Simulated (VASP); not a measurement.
Write the native input for VASP 6.6.1 that does the following.

| Property | Result |
| --- | --- |
| Task | relaxation of cell and atoms |
| Functional | LDA |
| Potentials or basis | VASP PAW LDA potentials, release 64 (Sn_d) |
| Cutoff | 600 eV |
| k mesh | 7 × 7 × 7 |
| Occupations | fermi-dirac, width 0.05 eV |
| Spin | no spin polarisation |
| Dipole correction | no |
| Further INCAR settings | ALGO = Normal; EDIFF = 1e-07; IBRION = 2; EDIFFG = -0.02; NSW = 80; ISIF = 3 |

The structure of Sn lies in POSCAR:

```
Sn
1.0
    0.0000000000      3.2333430000      3.2333430000
    3.2333430000      0.0000000000      3.2333430000
    3.2333430000      3.2333430000      0.0000000000
Sn
2
Direct
    0.0000000000      0.0000000000      0.0000000000
    0.2500000000      0.2500000000      0.2500000000
```

These files were run (other wordings do the same):

INCAR

```
SYSTEM = Sn
PREC = Accurate ; ENCUT = 600
EDIFF = 1E-7 ; ISMEAR = -1
SIGMA = 0.05 ; LREAL = .FALSE.
LASPH = .TRUE. ; NELM = 60
ALGO = Normal ; ISIF = 3
LWAVE = .FALSE. ; LCHARG = .FALSE.
IBRION = 2 ; NSW = 80
EDIFFG = -0.02
```

KPOINTS

```
regular mesh
0
G
  7 7 7
  0 0 0
```

Potentials or basis: VASP PAW LDA potentials, release 64 (Sn_d).

Command:

```console
$ cat potpaw_LDA.64/Sn_d/POTCAR > POTCAR
$ mpirun -np 1 vasp_std > vasp.out
```

Results of the run:

```
Relaxed volume                         : 34.01 Å³/atom
Relaxed cell                           : a = 4.582 Å, b = 4.582 Å, c = 4.582 Å, α = 60.00°, β = 60.00°, γ = 60.00°
Space group after relaxing (to 0.05 Å) : Fd-3m (No. 227)
Energy gained by relaxing              : 0.1 meV/atom
Ionic steps                            : 2
Pressure after relaxing                : -0.1 GPa
Band gap on the k mesh                 : zero (band 14 reaches 5.51 eV, above the bottom of band 15 at 5.36 eV)
```

Caveat: spin-orbit coupling is left out, which moves the levels of the heavy elements.

It took 53 s on 1 thread of AMD EPYC 7R43 64-Core Processor (Zen 3), with other jobs on the host, peak memory 0.16 GiB.
